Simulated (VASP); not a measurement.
# TiAl (P-6m2) in VASP: notebook

Runs on TiAl. Level: PBE. Tasks: single point.

Everything below comes from runs of VASP 6.6.1. Logs are shortened: lines on timing, memory, paths and dates and some standing lists are left out, and cuts for length are marked.

## 1. The cell of the first run

The structure is hexagonal, space group P-6m2 (No. 187). Conventional cell: a = 2.809 Å, b = 2.809 Å, c = 5.067 Å, α = 90.00°, β = 90.00°, γ = 120.00°. Ti (site symmetry -6m2) has 6 Ti at 2.81 Å and 6 Al at 3.01 Å within 3.7 Å. Al (site symmetry -6m2) has 6 Al at 2.81 Å and 6 Ti at 3.01 Å within 3.7 Å.

## 2. Single point, PBE

Input file INCAR:

```
SYSTEM = TiAl
ALGO = Normal
EDIFF = 1E-6
ENCUT = 520
GGA = PE
ISIF = 2
ISMEAR = 0
LASPH = .TRUE.
LCHARG = .FALSE.
LREAL = .FALSE.
LWAVE = .FALSE.
NBANDS = 14
NELM = 100
PREC = Accurate
SIGMA = 0.15
```

Input file KPOINTS:

```
k-points
0
G
  18 18 10
  0 0 0
```

Input file POSCAR:

```
TiAl
1.0
    2.8089000000      0.0000000000      0.0000000000
   -1.4044500000      2.4325787567      0.0000000000
    0.0000000000      0.0000000000      5.0668000000
Ti Al
1 1
Direct
    0.0000000000      0.0000000000      0.0000000000
    0.3333333333      0.6666666667      0.5000000000
```

Potentials or basis: VASP PAW PBE potentials, release 64 (Ti_sv, Al).

The run is started by

```
$ cat potpaw_PBE.64/Ti_sv/POTCAR potpaw_PBE.64/Al/POTCAR > POTCAR
$ mpirun -np 1 vasp_std > vasp.out
```

OUTCAR:

```text
SYSTEM = TiAl
   EDIFF = 1E-6
   ENCUT = 520
   GGA = PE
   ISIF = 2
   ISMEAR = 0
   LASPH = .TRUE.
   LREAL = .FALSE.
   NELM = 100
   PREC = Accurate

 ion  position               nearest neighbor table
   1  0.000  0.000  0.000-   2 3.01   2 3.01   2 3.01   2 3.01   2 3.01   2 3.01
   2  0.333  0.667  0.500-   1 3.01   1 3.01   1 3.01   1 3.01   1 3.01   1 3.01

  LATTYP: Found a hexagonal cell.
 ALAT       =     2.8089000000
 C/A-ratio  =     1.8038378013

  Lattice vectors:

 A1 = (   2.8089000000,   0.0000000000,   0.0000000000)
 A2 = (  -1.4044500000,   2.4325787567,   0.0000000000)
 A3 = (   0.0000000000,   0.0000000000,   5.0668000000)

Analysis of symmetry for initial positions (statically):
=====================================================================
 Subroutine PRICEL returns:
 Original cell was already a primitive cell.

 Routine SETGRP: Setting up the symmetry group for a
 hexagonal supercell.

 Subroutine GETGRP returns: Found 12 space group operations
 (whereof 12 operations were pure point group operations)
 out of a pool of 24 trial point group operations.

The static configuration has the point symmetry D_3h.

Analysis of symmetry for dynamics (positions and initial velocities):
=====================================================================
 Subroutine PRICEL returns:
 Original cell was already a primitive cell.

 Routine SETGRP: Setting up the symmetry group for a
 hexagonal supercell.

 Subroutine GETGRP returns: Found 12 space group operations
 (whereof 12 operations were pure point group operations)
 out of a pool of 24 trial point group operations.

The dynamic configuration has the point symmetry D_3h.

 Subroutine INISYM returns: Found 12 space group operations
 (whereof 12 operations are pure point group operations),
 and found     1 'primitive' translations

----------------------------------------------------------------------------------------

                                     Primitive cell

  volume of cell :      34.6208

  direct lattice vectors                    reciprocal lattice vectors
     2.808900000  0.000000000  0.000000000     0.356011250  0.205543191  0.000000000
    -1.404450000  2.432578757  0.000000000     0.000000000  0.411086382  0.000000000
     0.000000000  0.000000000  5.066800000     0.000000000  0.000000000  0.197363227

  length of vectors
     2.808900000  2.808900000  5.066800000     0.411086382  0.411086382  0.197363227
[... 85 lines left out ...]
   IBRION =     -1    ionic relax: 0-MD 1-quasi-New 2-CG
   NFREE  =      0    steps in history (QN), initial steepest desc. (CG)
   ISIF   =      2    stress and relaxation
   ISYM   =      2    0-nonsym 1-usesym 2-fastsym
   POTIM  = 0.5000    time-step for ionic-motion
   TEBEG  =    0.0;   TEEND  =   0.0 temperature during run
   PSTRESS=    0.0 pullay stress
   NELECT =      15.0000    total number of electrons
   NUPDOWN=      -1.0000    fix difference up-down
   EMIN   =  10.00;   EMAX   =-10.00  energy-range for DOS
   EFERMI =   0.00;   METHOD = LEGACY
   ISMEAR =     0;   SIGMA  =   0.15  broadening in eV -4-tet -1-fermi 0-gaus
   EFERMI_NEDOS =   21; number of points for ismear=-14 and -15
   IALGO  =     38    algorithm
   IMIX   =      4    mixing-type and parameters
     AMIX     =   0.40;   BMIX     =  1.00
     AMIX_MAG =   1.60;   BMIX_MAG =  1.00
  volume/ion in A,a.u.               =      17.31       116.82
  Fermi-wavevector in a.u.,A,eV,Ry     =   1.238776  2.340948 20.879052  1.534567
  Thomas-Fermi vector in A             =   2.373288
   LORBIT       =      0    0 simple, 1 ext, 2 COOP (PROOUT), +10 PAW based schemes
   GGA     = PE    functional components
   LHFCALC =     F    Hartree Fock is set to
   AEXX    =    0.0000 exact exchange contribution
   IVDW    =     0    specifies the selected vdW correction
   LEPSILON=     F    determine dielectric tensor
   LRPA    =     F    only Hartree local field effects (RPA)
 non-spin polarized calculation
 Gauss-broadening in eV      SIGMA  =   0.15
  energy-cutoff  :      520.00
  volume of cell :       34.62
 maximum number of plane-waves:       945
 NGX is ok and might be reduce to    24
   NGX = 11   NGY = 11   NGZ = 19

 number of electron      15.0000002 magnetization

 Free energy of the ion-electron system (eV)
  ---------------------------------------------------
  ext. energy  EPLUGINS =         0.00000000
  ---------------------------------------------------
  free energy    TOTEN  =       -11.94972288 eV

  energy without entropy =      -11.92756006  energy(sigma->0) =      -11.93864147

 E-fermi :   7.5990     XC(G=0): -10.7589

 val. band max:        7.5930080523   @ k =   0.1667   0.1667   0.5000
 cond. band min:       7.6070108676   @ k =   0.3333   0.0556   0.3000
 fundamental gap:      0.0140028153
 Fermi energy:         7.5989534895

 k-point     1 :       0.0000    0.0000    0.0000
  band No.  band energies     occupation
      1     -49.0596      2.00000
      2     -25.3892      2.00000
      3     -24.8808      2.00000
      4     -24.8808      2.00000
      5      -1.4195      2.00000
      6       4.8385      2.00000
      7       5.0356      2.00000
      8       8.8230      0.00000
      9       8.8230      0.00000
     10      10.1525      0.00000
     11      10.4511      0.00000
     12      10.4511      0.00000
     13      21.1162      0.00000
     14      21.1162      0.00000
[... 377 lines left out ...]
      1     -48.9402      2.00000
      2     -25.5228      2.00000
      3     -25.2785      2.00000
      4     -25.0841      2.00000
      5       3.5139      2.00000
      6       5.8600      2.00000
      7       6.1531      2.00000
      8       6.7242      2.00000
      9       9.2397      0.00000
     10      10.3845      0.00000
     11      11.1509      0.00000
     12      11.6900      0.00000
     13      12.9003      0.00000
     14      13.9454      0.00000

 [... further k-points ...]
[... 5 lines left out ...]
  --------------------------------------------------------------------------------------
  -------------------------------------------------------------------------------------
  Total        0.4590012      0.4590012     -3.1906968      0.0000000      0.0000000      0.0000000
  in kB       21.2416118     21.2416118   -147.6587436      0.0000000      0.0000000      0.0000000
  external PRESSURE =     -35.0585067 kB  Pullay stress =       0.0000000 kB

 VOLUME and BASIS-vectors are now :
 -----------------------------------------------------------------------------
  energy-cutoff  :      520.00
  volume of cell :       34.62
      direct lattice vectors                 reciprocal lattice vectors
     2.808900000  0.000000000  0.000000000     0.356011250  0.205543191  0.000000000
    -1.404450000  2.432578757  0.000000000     0.000000000  0.411086382  0.000000000
     0.000000000  0.000000000  5.066800000     0.000000000  0.000000000  0.197363227

 POSITION                                       TOTAL-FORCE (eV/Angst)
 -----------------------------------------------------------------------------------
      0.00000      0.00000      0.00000         0.000000      0.000000      0.000000
     -0.00000      1.62172      2.53340        -0.000000      0.000000      0.000000
 -----------------------------------------------------------------------------------
    total drift:                                0.000000     -0.000000      0.000000

  FREE ENERGIE OF THE ION-ELECTRON SYSTEM (eV)
  ---------------------------------------------------
  free  energy   TOTEN  =       -11.9497228820 eV

  energy  without entropy=      -11.9275600632  energy(sigma->0) =      -11.93864147
```

stdout:

```text
POSCAR found type information on POSCAR TiAl
 POSCAR found :  2 types and       2 ions
 scaLAPACK will be used
 LDA part: xc-table for (Slater+PW92), standard interpolation
 POSCAR, INCAR and KPOINTS ok, starting setup
 FFT: planning ... GRIDC
 FFT: planning ... GRID_SOFT
 FFT: planning ... GRID
 WAVECAR not read
 entering main loop
```

Wall time 58 s (1 thread of AMD EPYC 9R45 (Zen 5), shared host); peak memory 0.21 GiB.

What came out:

| Property | Result |
| --- | --- |
| Free energy | -11.9497 eV |
| Pressure | -3.5 GPa |

Stress tensor (GPa, compression positive):
```
  2.12   0.00   0.00
  0.00   2.12   0.00
  0.00   0.00 -14.77
```

## 3. Single point, PBE

This run uses another cell than the first one, of 17.37 Å³/atom, 1.004 times its volume.

Input file INCAR:

```
ALGO = Fast
EDIFF = 1E-6
ENCUT = 520
GGA = PE
ISIF = 2
ISMEAR = 0
LASPH = True
LCHARG = False
LREAL = False
LWAVE = False
NBANDS = 14
NELM = 80
PREC = Accurate
SIGMA = 0.15
```

Input file KPOINTS:

```
k-points
0
Gamma
  18 18 10
```

Input file POSCAR:

```
TiAl
1.0
    2.8809683428      0.0000000000      0.0000000000
   -1.4404841714      2.4949917724      0.0000000000
    0.0000000000      0.0000000000      4.8343000000
Ti Al
1 1
Direct
    0.0000000000      0.0000000000      0.0000000000
    0.3333333333      0.6666666667      0.5000000000
```

Potentials or basis: VASP PAW PBE potentials, release 64 (Ti_sv, Al).

The run is started by

```
$ cat potpaw_PBE.64/Ti_sv/POTCAR potpaw_PBE.64/Al/POTCAR > POTCAR
$ mpirun -np 1 vasp_std > vasp.out
```

Run time: 2.4 min. Hardware: 1 thread of AMD EPYC 9R45 (Zen 5), shared host; peak memory 0.21 GiB.

It converged, with:

```
Free energy : -12.0635 eV
Pressure    : -4.3 GPa
```

Stress tensor (GPa, compression positive):
```
-2.33  0.00  0.00
 0.00 -2.33  0.00
 0.00  0.00 -8.12
```

Levels at points of the mesh, in eV from the Fermi level:
```tsv
k point	band 5	band 6	band 7	band 8	band 9	band 10
(0.00, 0.00, 0.00)	-8.79	-2.38	-2.03	1.23	1.23	2.70
(0.50, 0.00, 0.00)	-3.56	-2.76	-1.46	-0.98	2.07	3.74
(0.00, 0.00, 0.50)	-8.02	-5.23	-0.56	1.24	1.24	2.64
(0.50, 0.00, 0.50)	-3.50	-2.41	-1.77	0.50	0.89	1.91
```

## 4. Single point, PBE

This run uses another cell than the first one, of 17.44 Å³/atom, 1.008 times its volume.

Input file INCAR:

```
SYSTEM = TiAl
  ALGO = Normal
  EDIFF = 1E-7
  ENCUT = 520
  GGA = PE
  ISIF = 2
  ISMEAR = 0
  LASPH = .TRUE.
  LCHARG = .FALSE.
  LREAL = .FALSE.
  LWAVE = .FALSE.
  NBANDS = 14
  NELM = 100
  PREC = Accurate
  SIGMA = 0.15
```

Input file KPOINTS:

```
k-points
0
G
  18 18 10
  0 0 0
```

Input file POSCAR:

```
TiAl
1.0
    2.9890000000      0.0000000000      0.0000000000
   -1.4945000000      2.5885499319      0.0000000000
    0.0000000000      0.0000000000      4.5090000000
Ti Al
1 1
Direct
    0.0000000000      0.0000000000      0.0000000000
    0.3333333333      0.6666666667      0.5000000000
```

The run is started by

```
$ cat potpaw_PBE.64/Ti_sv/POTCAR potpaw_PBE.64/Al/POTCAR > POTCAR
$ mpirun -np 1 vasp_std > vasp.out
```

Run time: 58 s. Hardware: 1 thread of AMD EPYC 9R45 (Zen 5), shared host; peak memory 0.21 GiB.

It converged, with:

| Item | Value |
| --- | --- |
| Free energy | -12.0482 eV |
| Pressure | -3.3 GPa |

Stress tensor (GPa, compression positive):
```
-5.49  0.00  0.00
 0.00 -5.49  0.00
 0.00  0.00  1.17
```

Levels at points of the mesh, in eV from the Fermi level:
```tsv
k point	band 4	band 5	band 6	band 7	band 8	band 9	band 10	band 11	band 12	band 13
(0.00, 0.00, 0.00)	-32.67	-8.57	-1.94	-1.18	1.14	1.14	2.38	2.38	4.53	11.63
(0.50, 0.00, 0.00)	-32.76	-3.73	-2.96	-1.34	-0.80	1.79	3.44	3.92	4.40	5.51
(0.00, 0.00, 0.50)	-32.67	-7.51	-5.01	-0.01	1.17	1.17	2.25	2.25	7.85	11.74
(0.50, 0.00, 0.50)	-32.76	-3.65	-2.26	-1.72	0.34	1.03	1.49	3.29	3.45	5.93
```

## 5. The runs side by side

| cell | gap on the mesh (eV) | pressure (GPa) |
| --- | --- | --- |
| a = 2.809, b = 2.809, c = 5.067 Å, angles 90.0, 90.0, 120.0°, 2 atoms | none | -3.5 |
| a = 2.881, b = 2.881, c = 4.834 Å, angles 90.0, 90.0, 120.0°, 2 atoms | none | -4.3 |
| a = 2.989, b = 2.989, c = 4.509 Å, angles 90.0, 90.0, 120.0°, 2 atoms | none | -3.3 |

Alike in all rows: task single point; level PBE; potentials or basis VASP PAW PBE potentials, release 64 (Ti_sv, Al); no spin polarisation; k mesh 18 × 18 × 10; cutoff (eV) 520; smearing gaussian 0.15 eV.

Total energies depend on the potentials used, so only differences within one code and one set of settings carry meaning.
